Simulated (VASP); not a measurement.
# SnSe (Fm-3m) in VASP: notebook, part 2 of 2

VASP 6.6.1. The steps go on from the part before.

### 4 Single point, r2SCAN

This run uses another cell than the first one, of 27.84 Å³/atom, 0.943 times its volume.

The input, POSCAR:

```
SnSe
1.0
    0.0000000000      3.0308108258      3.0308108258
    3.0308108258      0.0000000000      3.0308108258
    3.0308108258      3.0308108258      0.0000000000
Sn Se
1 1
Direct
    0.0000000000      0.0000000000      0.0000000000
    0.5000000000      0.5000000000      0.5000000000
```

The input, INCAR.step1:

```
SYSTEM = SnSe
PREC = Accurate
ENCUT = 520
ISMEAR = 0
SIGMA = 0.02
LREAL = .FALSE.
LASPH = .TRUE.
NELM = 100
NBANDS = 17
GGA = PE
ALGO = Normal
EDIFF = 1E-4
LWAVE = .TRUE.
LCHARG = .FALSE.
```

The input, INCAR.step2:

```
SYSTEM = SnSe
PREC = Accurate
ENCUT = 520
EDIFF = 1E-6
ISMEAR = 0
SIGMA = 0.02
LREAL = .FALSE.
LASPH = .TRUE.
NELM = 100
ALGO = Normal
ISIF = 2
LWAVE = .FALSE.
LCHARG = .FALSE.
METAGGA = R2SCAN
LMIXTAU = .TRUE.
NBANDS = 17
ISTART = 1
```

The input, KPOINTS:

```
Automatic mesh
0
G
  10 10 10
  0 0 0
```

Potentials or basis: VASP PAW PBE potentials, release 64 (Sn_d, Se).

Launch:

```
cat potpaw_PBE.64/Sn_d/POTCAR potpaw_PBE.64/Se/POTCAR > POTCAR
cp INCAR.step1 INCAR
mpirun -np 1 vasp_std > vasp.out
cp INCAR.step2 INCAR
mpirun -np 1 vasp_std > vasp.out
```

OUTCAR:

```text
SYSTEM = SnSe
   PREC = Accurate
   ENCUT = 520
   EDIFF = 1E-6
   ISMEAR = 0
   LREAL = .FALSE.
   LASPH = .TRUE.
   NELM = 100
   ISIF = 2
   METAGGA = R2SCAN
   ISTART = 1

 ion  position               nearest neighbor table
   1  0.000  0.000  0.000-   2 3.03   2 3.03   2 3.03   2 3.03   2 3.03   2 3.03
   2  0.500  0.500  0.500-   1 3.03   1 3.03   1 3.03   1 3.03   1 3.03   1 3.03

  LATTYP: Found a face centered cubic cell.
 ALAT       =     6.0616216516

  Lattice vectors:

 A1 = (   0.0000000000,   3.0308108258,   3.0308108258)
 A2 = (   3.0308108258,   0.0000000000,   3.0308108258)
 A3 = (   3.0308108258,   3.0308108258,   0.0000000000)

Analysis of symmetry for initial positions (statically):
=====================================================================
 Subroutine PRICEL returns:
 Original cell was already a primitive cell.

 Routine SETGRP: Setting up the symmetry group for a
 face centered cubic supercell.

 Subroutine GETGRP returns: Found 48 space group operations
 (whereof 48 operations were pure point group operations)
 out of a pool of 48 trial point group operations.

The static configuration has the point symmetry O_h .

Analysis of symmetry for dynamics (positions and initial velocities):
=====================================================================
 Subroutine PRICEL returns:
 Original cell was already a primitive cell.

 Routine SETGRP: Setting up the symmetry group for a
 face centered cubic supercell.

 Subroutine GETGRP returns: Found 48 space group operations
 (whereof 48 operations were pure point group operations)
 out of a pool of 48 trial point group operations.

The dynamic configuration has the point symmetry O_h .

 Subroutine INISYM returns: Found 48 space group operations
[... 111 lines left out ...]
   EFERMI =   0.00;   METHOD = LEGACY
   ISMEAR =     0;   SIGMA  =   0.02  broadening in eV -4-tet -1-fermi 0-gaus
   EFERMI_NEDOS =   21; number of points for ismear=-14 and -15
   IALGO  =     38    algorithm
   IMIX   =      4    mixing-type and parameters
     AMIX     =   0.40;   BMIX     =  1.00
     AMIX_MAG =   1.60;   BMIX_MAG =  1.00
  volume/ion in A,a.u.               =      27.84       187.88
  Fermi-wavevector in a.u.,A,eV,Ry     =   1.163722  2.199116 18.425682  1.354249
  Thomas-Fermi vector in A             =   2.300269
   LORBIT       =      0    0 simple, 1 ext, 2 COOP (PROOUT), +10 PAW based schemes
   METAGGA = R2SCAN    functional components
   LHFCALC =     F    Hartree Fock is set to
   AEXX    =    0.0000 exact exchange contribution
   IVDW    =     0    specifies the selected vdW correction
   LEPSILON=     F    determine dielectric tensor
   LRPA    =     F    only Hartree local field effects (RPA)
 non-spin polarized calculation
 Gauss-broadening in eV      SIGMA  =   0.02
  energy-cutoff  :      520.00
  volume of cell :       55.68
 maximum number of plane-waves:      1524
   NGX = 15   NGY = 15   NGZ = 15

 number of electron      19.9999999 magnetization

 Free energy of the ion-electron system (eV)
  ---------------------------------------------------
  ext. energy  EPLUGINS =         0.00000000
  ---------------------------------------------------
  free energy    TOTEN  =       -39.87097170 eV

  energy without entropy =      -39.87097170  energy(sigma->0) =      -39.87097170

 E-fermi :   5.6597     XC(G=0): -10.0864

 val. band max:        5.4918728193   @ k =   0.5000   0.0000   0.0000
 cond. band min:       5.8538620899   @ k =   0.5000   0.0000   0.0000
 fundamental gap:      0.3619892705
 Fermi energy:         5.6597264425

 k-point     1 :       0.0000    0.0000    0.0000
  band No.  band energies     occupation
      1     -17.0745      2.00000
      2     -17.0745      2.00000
      3     -17.0734      2.00000
      4     -17.0734      2.00000
      5     -17.0734      2.00000
      6      -9.0960      2.00000
[... 457 lines left out ...]
      4     -17.0610      2.00000
      5     -17.0603      2.00000
      6      -8.1653      2.00000
[... 9 lines left out ...]
     16      16.4691      0.00000
     17      17.1196      0.00000

 [... further k-points ...]

------------------------ aborting loop because EDIFF is reached ----------------------------------------

  FORCE on cell =-STRESS in cart. coord.  units (eV):
  Direction    XX          YY          ZZ          XY          YZ          ZX
  --------------------------------------------------------------------------------------
  -------------------------------------------------------------------------------------
  Total       -0.3756875     -0.3756875     -0.3756875      0.0000000      0.0000000     -0.0000000
  in kB      -10.8101286    -10.8101286    -10.8101286      0.0000000      0.0000000     -0.0000000
  external PRESSURE =     -10.8101286 kB  Pullay stress =       0.0000000 kB

 VOLUME and BASIS-vectors are now :
 -----------------------------------------------------------------------------
  energy-cutoff  :      520.00
  volume of cell :       55.68
      direct lattice vectors                 reciprocal lattice vectors
     0.000000000  3.030810826  3.030810826    -0.164972355  0.164972355  0.164972355
     3.030810826  0.000000000  3.030810826     0.164972355 -0.164972355  0.164972355
     3.030810826  3.030810826  0.000000000     0.164972355  0.164972355 -0.164972355

 POSITION                                       TOTAL-FORCE (eV/Angst)
 -----------------------------------------------------------------------------------
      0.00000      0.00000      0.00000         0.000000     -0.000000     -0.000000
      3.03081      3.03081      3.03081         0.000000      0.000000      0.000000
 -----------------------------------------------------------------------------------
    total drift:                                0.000000     -0.000000     -0.000000

  FREE ENERGIE OF THE ION-ELECTRON SYSTEM (eV)
  ---------------------------------------------------
  free  energy   TOTEN  =       -39.8709717042 eV

  energy  without entropy=      -39.8709717042  energy(sigma->0) =      -39.87097170
```

OUTCAR.step1:

```text
SYSTEM = SnSe
   PREC = Accurate
   ENCUT = 520
   ISMEAR = 0
   LREAL = .FALSE.
   LASPH = .TRUE.
[... 701 lines left out ...]
      0.00000      0.00000      0.00000         0.000000      0.000000     -0.000000
      3.03081      3.03081      3.03081        -0.000000      0.000000      0.000000
 -----------------------------------------------------------------------------------
    total drift:                                0.000000     -0.000000     -0.000000

  FREE ENERGIE OF THE ION-ELECTRON SYSTEM (eV)
  ---------------------------------------------------
  free  energy   TOTEN  =        -8.2169561497 eV

  energy  without entropy=       -8.2169561497  energy(sigma->0) =       -8.21695615
```

OSZICAR.step1:

```text
N       E                     dE             d eps       ncg     rms          rms(c)
DAV:   1     0.133435471731E+03    0.13344E+03   -0.98407E+03  1606   0.144E+03
DAV:   2     0.463730729464E+01   -0.12880E+03   -0.12473E+03  1710   0.349E+02
DAV:   3    -0.805871859570E+01   -0.12696E+02   -0.12604E+02  1886   0.953E+01
DAV:   4    -0.840573999017E+01   -0.34702E+00   -0.34675E+00  1986   0.164E+01
DAV:   5    -0.841506452664E+01   -0.93245E-02   -0.93240E-02  2288   0.267E+00    0.297E+00
DAV:   6    -0.821552744905E+01    0.19954E+00   -0.49925E-01  2273   0.398E+00    0.174E+00
DAV:   7    -0.821469741519E+01    0.83003E-03   -0.86314E-02  1826   0.129E+00    0.897E-01
DAV:   8    -0.821713926783E+01   -0.24419E-02   -0.96290E-03  1957   0.859E-01    0.134E-01
DAV:   9    -0.821687015351E+01    0.26911E-03   -0.15838E-03  2201   0.314E-01    0.565E-02
DAV:  10    -0.821695614968E+01   -0.85996E-04   -0.19944E-04  1881   0.795E-02
   1 F= -.82169561E+01 E0= -.82169561E+01  d E =-.875930E-41
```

Run time: 54 s. Hardware: 1 thread of Intel Xeon Platinum 8559C (Emerald Rapids), shared host; peak memory 0.2 GiB.

What came out:

```
Free energy            : -39.8710 eV
Pressure               : -1.1 GPa
Band gap on the k mesh : 0.36 eV, direct
```

Levels at points of the mesh, in eV from the valence-band top:
```
           k point  band 8  band 9  band 10  band 11  band 12  band 13
(0.00, 0.00, 0.00)   -2.59   -2.59    -2.59     4.26     4.26     4.26
(0.50, 0.00, 0.00)   -2.32   -2.32     0.00     0.36     1.14     1.14
(0.50, 0.50, 0.00)   -5.81   -4.01    -4.01     3.17     5.33     5.33
```

Caveat: the PAW data sets were made with another functional, which shifts forces and pressure a little; spin-orbit coupling is left out, which moves the levels of the heavy elements. A k mesh can miss the band edges.

### 5 Relaxation of cell and atoms, PBE

This run uses another cell than the first one, of 27.27 Å³/atom, 0.924 times its volume.

The input, INCAR:

```
SYSTEM = SnSe
PREC     = Accurate       ! precision mode
ENCUT    = 600            ! plane-wave cutoff, eV
EDIFF    = 1E-6           ! SCF threshold, eV
ISMEAR   = 0              ! smearing method
SIGMA    = 0.02           ! smearing width, eV
LREAL    = .False.        ! projectors in reciprocal space
LASPH    = .True.         ! aspherical terms in the spheres
NELM     = 60             ! most SCF steps
ALGO     = Normal         ! electronic algorithm
ISIF     = 3              ! what is computed and relaxed
LWAVE    = .False.        ! write WAVECAR
LCHARG   = .False.        ! write CHGCAR
GGA      = PE             ! functional
IBRION   = 2              ! ionic algorithm
NSW      = 100            ! ionic steps
EDIFFG   = -0.01          ! ionic threshold
```

The input, KPOINTS:

```
regular mesh
0
Gamma
  10 10 10
  0 0 0
```

The input, POSCAR:

```
SnSe
1.0
    0.0000000000      3.0099999900      3.0099999900
    3.0099999900      0.0000000000      3.0099999900
    3.0099999900      3.0099999900      0.0000000000
Sn Se
1 1
Direct
    0.0000000000      0.0000000000      0.0000000000
    0.5000000000      0.5000000000      0.5000000000
```

Launch:

```
cat potpaw_PBE.64/Sn_d/POTCAR potpaw_PBE.64/Se/POTCAR > POTCAR
mpirun -np 1 vasp_std > vasp.out
```

It took 36 s on 1 thread of Intel Xeon Platinum 8559C (Emerald Rapids), shared host; peak memory 0.24 GiB.

It converged, with:

| Quantity | Value |
| --- | --- |
| Free energy | -8.2170 eV |
| Relaxed volume | 27.85 Å³/atom |
| Relaxed cell | a = 4.287 Å, b = 4.287 Å, c = 4.287 Å, α = 60.00°, β = 60.00°, γ = 60.00° |
| Space group after relaxing (to 0.05 Å) | Fm-3m (No. 225) |
| Energy gained by relaxing | 1.8 meV/atom |
| Ionic steps | 3 |
| Pressure after relaxing | 0.0 GPa |
| Band gap on the k mesh | 0.49 eV, indirect (the least direct gap lies 4.9 meV higher) |

The path:
```tsv
step	energy change (eV)	largest force (eV/Å)	pressure (GPa)	volume (Å³)
1	0.0000	0.0000	1.04	54.54
2	-0.0035	0.0000	-0.21	55.95
3	-0.0037	0.0000	-0.04	55.70
```

Final structure:
```cif
data_structure
_symmetry_space_group_name_H-M 'P 1'
_symmetry_Int_Tables_number 1
_cell_length_a 4.2867
_cell_length_b 4.2867
_cell_length_c 4.2867
_cell_angle_alpha 60.000
_cell_angle_beta 60.000
_cell_angle_gamma 60.000
_cell_volume 55.70
loop_
_atom_site_label
_atom_site_type_symbol
_atom_site_fract_x
_atom_site_fract_y
_atom_site_fract_z
_atom_site_occupancy
Sn1 Sn 0.00000 0.00000 0.00000 1
Se1 Se 0.50000 0.50000 0.50000 1
```

Levels at points of the mesh, in eV from the valence-band top:
```csv
k point,band 8,band 9,band 10,band 11,band 12,band 13
"(0.00, 0.00, 0.00)",-2.14,-2.14,-2.14,4.23,4.23,4.23
"(0.50, 0.00, 0.00)",-1.90,-1.90,0.00,0.49,1.25,1.25
"(0.50, 0.50, 0.00)",-5.33,-3.55,-3.55,3.09,5.22,5.22
```

Caveat: spin-orbit coupling is left out, which moves the levels of the heavy elements. PBE usually gives volumes a little too large and moduli too small.

### 6 Overview

```csv
task,level,cell,cutoff (eV),gap on the mesh (eV),pressure (GPa)
single point,PBE,"a = 4.370 Å, angles 60.0°, 2 atoms",520,0.26,-2.5
single point,PBE,"a = 4.425 Å, angles 60.0°, 2 atoms",520,0.13,-3.8
single point,r2SCAN,"a = 4.286 Å, angles 60.0°, 2 atoms",520,0.36,-1.1
relaxation of cell and atoms,PBE,"relaxed from a = 4.257 Å, angles 60.0°, 2 atoms",600,0.49,0.0
```

Alike in all rows: potentials or basis VASP PAW PBE potentials, release 64 (Sn_d, Se); no spin polarisation; k mesh 10 × 10 × 10; smearing gaussian 0.02 eV.

Caveats: spin-orbit coupling is left out, which moves the levels of the heavy elements; the PAW data sets were made with another functional, which shifts forces and pressure a little (some runs).

Total energies depend on the potentials used, so only differences within one code and one set of settings carry meaning.
